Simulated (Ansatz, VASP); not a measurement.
**InSe in VASP and in Ansatz**

```
In Se
1.0
     5.85763   -2.02566    0.01906
     5.87818    2.08434    0.03961
    -1.57780    0.01362    4.31566
In Se
2 2
Direct
  0.88400 0.88400 0.00500
  0.11600 0.11600 0.99500
  0.66000 0.66000 0.64200
  0.34000 0.34000 0.35800
```

Change from the starting cell: equal xy, yz and zx shear strains of +1 %.

Alike in both runs: task single point; functional PBE; k mesh 7 × 7 × 6; occupations fermi-dirac, width 0.02 eV; no spin polarisation.

|  | VASP | Ansatz |
| --- | --- | --- |
| version | VASP 6.6.1 | Ansatz 0.2.0 |
| potentials or method | VASP PAW PBE potentials, release 64 (In_d, Se), cutoff 520 eV | all-electron LAPW, scalar-relativistic |

VASP gave:

```
gap on the k mesh at the Fermi level (eV)                     : 0.90
pressure (GPa)                                                : 2.9
traceless stress, the component that is largest in VASP (GPa) : 2.26
rms of the force components (eV/Å)                            : 0.351
```

Q: Estimate Ansatz's values.

A: gap on the k mesh at the Fermi level (eV): 0.90; pressure (GPa): 2.8; traceless stress, the component that is largest in VASP (GPa): 2.26; rms of the force components (eV/Å): 0.351.

Atom by atom the forces differ by 0.007 eV/Å (rms over components). Ansatz ran all-electron here, and VASP with PAW potentials.
